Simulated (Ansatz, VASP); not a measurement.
One calculation of MgO, two programs

File POSCAR:

```
MgO
1.0
    0.0000000000      2.2820056627      2.2820056627
    2.3276457760      0.0000000000      2.2820056627
    2.3276457760      2.2820056627      0.0000000000
Mg O
1 1
Direct
    0.0000000000      0.0000000000      0.0000000000
    0.2500000000      0.2500000000      0.2500000000
```

Contents of INCAR.step1:

```
PREC     = Accurate       # precision mode
ENCUT    = 660            # plane-wave cutoff, eV
ISMEAR   = 0              # smearing method
SIGMA    = 0.01           # smearing width, eV
LREAL    = False          # projectors in reciprocal space
LASPH    = True           # aspherical terms in the spheres
NELM     = 120            # most SCF steps
NBANDS   = 11             # bands
GGA      = PE             # functional
ALGO     = Normal         # electronic algorithm
EDIFF    = 1E-5           # SCF threshold, eV
LWAVE    = True           # write WAVECAR
LCHARG   = False          # write CHGCAR
GGA_COMPAT= False
```

File INCAR.step2:

```
PREC     = Accurate       # precision mode
ENCUT    = 660            # plane-wave cutoff, eV
EDIFF    = 1E-6           # SCF threshold, eV
ISMEAR   = 0              # smearing method
SIGMA    = 0.01           # smearing width, eV
LREAL    = False          # projectors in reciprocal space
LASPH    = True           # aspherical terms in the spheres
NELM     = 120            # most SCF steps
ALGO     = Normal         # electronic algorithm
ISIF     = 2              # what is computed and relaxed
LWAVE    = False          # write WAVECAR
LCHARG   = False          # write CHGCAR
METAGGA  = R2SCAN         # meta-GGA
LMIXTAU  = True         
NBANDS   = 11             # bands
ISTART   = 1            
GGA_COMPAT= False
```

Contents of KPOINTS:

```
Automatic mesh
0
Gamma
  10 10 10
```

Input for Ansatz:

```yaml
crystal:
  lattice:
    - [0.0, 2.2820056627, 2.2820056627]
    - [2.327645776, 0.0, 2.2820056627]
    - [2.327645776, 2.2820056627, 0.0]
  atoms:
    - { symbol: Mg, position: [0.0, 0.0, 0.0] }
    - { symbol: O, position: [0.25, 0.25, 0.25] }
kpoints:
  mp_grid: { grid: [10, 10, 10] }
  band_path:
    path:
      - [0.0, 0.0, 0.0]
      - [-0.5, -0.5, 0.0]
      - [-0.375, -0.375, 0.25]
      - [-0.375, 0.0, 0.375]
      - [0.0, 0.0, 0.5]
      - [-0.5, -0.25, 0.25]
      - [0.0, -0.083333, 0.083333]
    npoints: 1
hamiltonian:
  xc: r2scan
scf:
  occupations: { method: fixed }
  n_extra_bands: 4
output:
  forces: true
  stress: true
  eigenvalues: true
```

Change from the starting cell: uniaxial_x strain +2.0%.

Alike in both runs: task single point; functional r2SCAN; k mesh 10 × 10 × 10; no spin polarisation.

|  | VASP | Ansatz |
| --- | --- | --- |
| version | VASP 6.6.1 | Ansatz 0.2.0 |
| potentials or method | VASP PAW PBE potentials, release 64 (Mg, O) | plane waves, PAW |
| plane-wave cutoff (eV) | 660 | 500 |
| occupations | gaussian, width 0.01 eV | fixed |
| valence electrons in the cell | 8 | 16 |

```tsv
	VASP	Ansatz	Ansatz less VASP
gap on the k mesh at the Fermi level (eV)	4.19	4.20	+0.011
pressure (GPa)	-3.2	-2.4	+0.78
traceless stress, the component that is largest in VASP (GPa)	-0.70	-0.68	+0.016
```

VASP's potentials were made for PBE, not for r2SCAN. VASP's potentials hold 8 valence electrons a cell and Ansatz's 16, so a difference there can come from the potentials and not from the codes.
